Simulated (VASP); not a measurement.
SnSe: single point with PBEsol

SnSe:

```
CELL_PARAMETERS angstrom
11.51040 0.00000 0.00000
0.00000 4.17329 0.00000
0.00000 0.00000 4.31767
ATOMIC_POSITIONS crystal
Sn 0.62031 0.75000 0.41306
Sn 0.87969 0.25000 0.91306
Sn 0.37969 0.25000 0.58694
Sn 0.12031 0.75000 0.08694
Se 0.14275 0.25000 0.52205
Se 0.64275 0.25000 0.97795
Se 0.35725 0.75000 0.02205
Se 0.85725 0.75000 0.47795
```

| Property | Result |
| --- | --- |
| Program | VASP 6.6.1 |
| Task | single point |
| Functional | PBEsol |
| Potentials or basis | VASP PAW PBE potentials, release 64 (Sn_d, Se) |
| Cutoff | 520 eV |
| k mesh | 2 × 6 × 4 |
| Occupations | fermi-dirac, width 0.03 eV |
| Spin | no spin polarisation |
| Dipole correction | no |
| Further INCAR settings | ALGO = Normal; EDIFF = 1e-07; NBANDS = 50 |

- Pressure: 0.1 GPa
- Largest force: 0.024 eV/Å
- Band gap on the k mesh: 0.46 eV

Forces in eV/Å, atoms in the order of the input:
```
Sn  -0.021  0.000  0.012
Sn   0.021  0.000  0.012
Sn   0.021  0.000 -0.012
Sn  -0.021  0.000 -0.012
Se  -0.014  0.000  0.009
Se  -0.014  0.000 -0.009
Se   0.014  0.000  0.009
Se   0.014  0.000 -0.009
```

Levels at points of the mesh, in eV from the valence-band top:
```
           k point  band 38  band 39  band 40  band 41  band 42  band 43
(0.00, 0.00, 0.00)    -1.43    -0.69    -0.60     0.46     3.07     3.08
(0.50, 0.00, 0.00)    -2.01    -0.59    -0.59     2.53     2.53     2.74
(0.00, 0.50, 0.00)    -1.00    -0.53    -0.53     0.89     0.89     1.43
(0.50, 0.50, 0.00)    -0.83    -0.83    -0.83     1.40     1.40     1.40
(0.00, 0.00, 0.50)    -0.78    -0.30    -0.30     1.18     1.18     1.37
(0.50, 0.00, 0.50)    -0.48    -0.23    -0.23     1.11     1.11     1.44
(0.00, 0.50, 0.50)    -2.38    -1.60    -1.60     2.63     2.63     3.04
(0.50, 0.50, 0.50)    -1.66    -1.66    -1.66     2.39     2.39     2.39
```

Wall time 4.3 min on 1 thread of Intel Xeon 8259CL, on a shared host, peak memory 0.4 GiB.

Caveat: semilocal functionals underestimate gaps, and a narrow one can read as zero; the PAW data sets were made with another functional, which shifts forces and pressure a little; spin-orbit coupling is left out, which moves the levels of the heavy elements. A k mesh can miss the band edges.
